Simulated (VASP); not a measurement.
Set up this calculation in VASP 6.6.1, as the native input.

```yaml
Task: single point
Functional: LDA
Potentials_or_basis: VASP PAW LDA potentials, release 64 (Sn_d, O)
Cutoff: 520 eV
k_mesh: 12 × 12 × 12
Occupations: gaussian, width 0.05 eV
Spin: no spin polarisation
Dipole_correction: no
Further_INCAR_settings: ALGO = Normal; EDIFF = 1e-06; NBANDS = 20
```

The structure of SnO2 lies in POSCAR:

```
SnO2
1.0
    1.6491200067      0.9521198798      3.8606966584
   -1.6491200067      0.9521198798      3.8606966584
    0.0000000000     -1.9042397596      3.8606966584
Sn O
1 2
Direct
    0.5000000000      0.5000000000      0.5000000000
    0.2451905456      0.2451905456      0.2451905456
    0.7548094544      0.7548094544      0.7548094544
```

This cell differs from its parent crystal: ratio of the length along z to the lengths across it x 0.92, volume and fractional coordinates fixed.

These files were run (other wordings do the same):

INCAR

```
PREC = Accurate ; ENCUT = 520
EDIFF = 1E-6 ; ISMEAR = 0
SIGMA = 0.05 ; LREAL = F
LASPH = T ; NELM = 60
ALGO = Normal ; ISIF = 2
LWAVE = F ; LCHARG = F
NBANDS = 20
```

KPOINTS

```
Automatic mesh
0
Gamma
  12 12 12
```

Potentials or basis: VASP PAW LDA potentials, release 64 (Sn_d, O).

Command:

```console
$ cat potpaw_LDA.64/Sn_d/POTCAR potpaw_LDA.64/O/POTCAR > POTCAR
$ mpirun -np 1 vasp_std > vasp.out
```

Results of the run:

* Pressure: -4.7 GPa
* Largest force: 0.120 eV/Å
* Band gap on the k mesh: 0.98 eV

Caveat: the stress differs along the axes, from -7 to -1 GPa; spin-orbit coupling is left out, which moves the levels of the heavy elements.

It took 81 s on 1 thread of Intel(R) Xeon(R) Platinum 8488C (Sapphire Rapids), on a shared host, peak memory 0.25 GiB.
